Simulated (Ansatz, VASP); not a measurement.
**One calculation of CdSe, two programs**

POSCAR

```
CdSe
1.0
    0.0000000000      2.6389707511      2.6389707511
    2.6389707511      0.0000000000      2.6389707511
    2.6389707511      2.6389707511      0.0000000000
Cd Se
1 1
Direct
    0.0000000000      0.0000000000      0.0000000000
    0.5000000000      0.5000000000      0.5000000000
```

File INCAR.step1:

```
PREC = Accurate
ENCUT = 520
ISMEAR = -1
SIGMA = 0.05
LREAL = F
LASPH = T
NELM = 60
NBANDS = 16
GGA = PE
ALGO = Normal
EDIFF = 1E-4
LWAVE = T
LCHARG = F
```

INCAR.step2

```
PREC = Accurate
ENCUT = 520
EDIFF = 1E-7
ISMEAR = -1
SIGMA = 0.05
LREAL = F
LASPH = T
NELM = 60
ALGO = Normal
ISIF = 2
LWAVE = F
LCHARG = F
METAGGA = R2SCAN
LMIXTAU = T
NBANDS = 16
ISTART = 1
```

File KPOINTS:

```
Automatic mesh
0
Gamma
  12 12 12
```

Input for Ansatz:

```yaml
crystal:
  lattice:
    - [0.0, 2.6389707511, 2.6389707511]
    - [2.6389707511, 0.0, 2.6389707511]
    - [2.6389707511, 2.6389707511, 0.0]
  atoms:
    - { symbol: Cd, position: [0.0, 0.0, 0.0] }
    - { symbol: Se, position: [0.5, 0.5, 0.5] }
kpoints:
  mp_grid: { grid: [12, 12, 12] }
scf:
  occupations: { method: fermi_dirac, width: 0.05 }
hamiltonian:
  xc: r2scan
  pseudopotentials: { kind: paw }
output:
  forces: true
  stress: true
  eigenvalues: true
  populations: true
  write_density: true
  write_potential: true
  elf: true
  volumetric_format: npy
```

Change from the starting cell: volume scaled by 0.8, PAW files.

Alike in both runs: task single point; functional r2SCAN; k mesh 12 × 12 × 12; occupations fermi-dirac, width 0.05 eV; no spin polarisation.

```csv
,VASP,Ansatz
version,VASP 6.6.1,Ansatz 0.2.0
potentials or method,"VASP PAW PBE potentials, release 64 (Cd, Se)","PAW with Ansatz's default frozen-core files, scalar-relativistic"
plane-wave cutoff (eV),520,500
valence electrons in the cell,18,36
```

Ansatz gave:

```
pressure (GPa) : 26.3
```

Question: Which values does VASP return?

Answer: Pressure (GPa): 27.4.

VASP's potentials were made for PBE, not for r2SCAN. VASP's potentials hold 18 valence electrons a cell and Ansatz's 36, so a difference there can come from the potentials and not from the codes.
